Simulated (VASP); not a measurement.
A run of VASP 6.6.1:

Contents of INCAR:

```
PREC = Accurate
ENCUT = 600
EDIFF = 1E-7
ISMEAR = -1
SIGMA = 0.05
LREAL = F
LASPH = T
NELM = 100
ALGO = Normal
ISIF = 3
LWAVE = F
LCHARG = F
GGA = CA
IBRION = 2
NSW = 60
EDIFFG = -0.01
```

KPOINTS

```
Automatic mesh
0
Gamma
  10 10 4
```

The input POSCAR:

```
Al2O3
1.0
    3.0174825440      0.0000000000      0.0000000000
   -1.5087412720      2.6132165386      0.0000000000
    0.0000000000      0.0000000000      7.5746360022
Al O
2 3
Direct
    0.0000000000      0.0000000000      0.7220490000
    0.0000000000      0.0000000000      0.2779510000
    0.0000000000      0.0000000000      0.5000000000
    0.6666666667      0.3333333333      0.8005460000
    0.3333333333      0.6666666667      0.1994540000
```

Potentials or basis: VASP PAW LDA potentials, release 64 (Al, O).

The run is started by

```bash
$ cat potpaw_LDA.64/Al/POTCAR potpaw_LDA.64/O/POTCAR > POTCAR
$ mpirun -np 1 vasp_std > vasp.out
```

Hardware: 1 thread of AMD EPYC 9R45 96-Core Processor (Zen 5), on a shared host.

Problem. How long does it take, and how much memory?

Solution. Wall time 5.5 min on 1 thread of AMD EPYC 9R45 96-Core Processor (Zen 5) (shared host), peak memory 0.16 GiB. Counts: scf iterations 160, k points 50, ion steps 21.
